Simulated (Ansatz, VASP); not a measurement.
**One calculation of Mo, two programs**

```
Mo
1.0
     2.73551    0.00000    0.00000
    -1.36776    2.36902    0.00000
     0.00000    0.00000    2.51685
Mo
1
Direct
  0.00000 0.00000 0.50000
```

Change from the starting cell: strain +0.000 along x and y, -0.015 along z, atoms carried along.

Alike in both runs: task single point; functional LDA; k mesh 18 × 18 × 18; occupations gaussian, width 0.15 eV; no spin polarisation.

```csv
,VASP,Ansatz
version,VASP 6.6.1,Ansatz 0.2.0
potentials or method,"VASP PAW LDA potentials, release 64 (Mo_sv), cutoff 520 eV","scalar-relativistic, plane waves, PAW"
valence electrons in the cell,14,14
```

```tsv
	VASP	Ansatz	Ansatz less VASP
gap on the k mesh at the Fermi level (eV)	none	none	-
pressure (GPa)	-4.0	-4.9	-0.98
traceless stress, the component that is largest in VASP (GPa)	-2.19	-2.34	-0.148
```

LDA's correlation is that of Perdew and Zunger in VASP and of Perdew and Wang (1992) in Ansatz. A gap of «none» marks a metal or a gap that the smearing closes.
